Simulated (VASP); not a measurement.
The system is CoO.

```xyz
2
Lattice="1.5055 0.8692 2.4399 -1.5055 0.8692 2.4399 0.0000 -1.7384 2.4399" Properties=species:S:1:pos:R:3 pbc="T T T"
Co    0.0000    0.0000    0.0000
O     0.0000    0.0000    3.6599
```

Base run:

- Program: VASP 6.6.1
- Functional: PBEsol
- Potentials or basis: VASP PAW PBE potentials, release 64 (Co_sv, O)
- Cutoff: 700 eV
- k mesh: 9 × 9 × 9
- Occupations: fermi-dirac, width 0.05 eV
- Spin: collinear spin, ferromagnetic start
- Starting moments: [4.0, 0.0] μB
- Fixed moment: 4 μB

Its results: pressure 15.2 GPa; site moments Co +2.95; O +0.65 μB.

Question: After a change of settings the same cell gave: pressure -14.4 GPa; site moments Co +2.21; O +0.20 μB. Which change was it?
A. fixed moment from 4 μB to 0.5 μB; moments at the start from [4.0, 0.0] to [0.5, 0.0]
B. fixed moment from 4 μB to 3 μB; moments at the start from [4.0, 0.0] to [3.0, 0.0]
C. fixed moment from 4 μB to 2.5 μB; moments at the start from [4.0, 0.0] to [2.5, 0.0]

Answer: C.

Caveats: the PAW data sets were made with another functional, which shifts forces and pressure a little; the total moment is fixed, so each spin has its own Fermi level and the state may be an excited one; a cell with one magnetic atom can't hold antiferromagnetic order, which such compounds often take; the cell stands under pressure (at least some runs); the cell stands under tension (at least some runs).
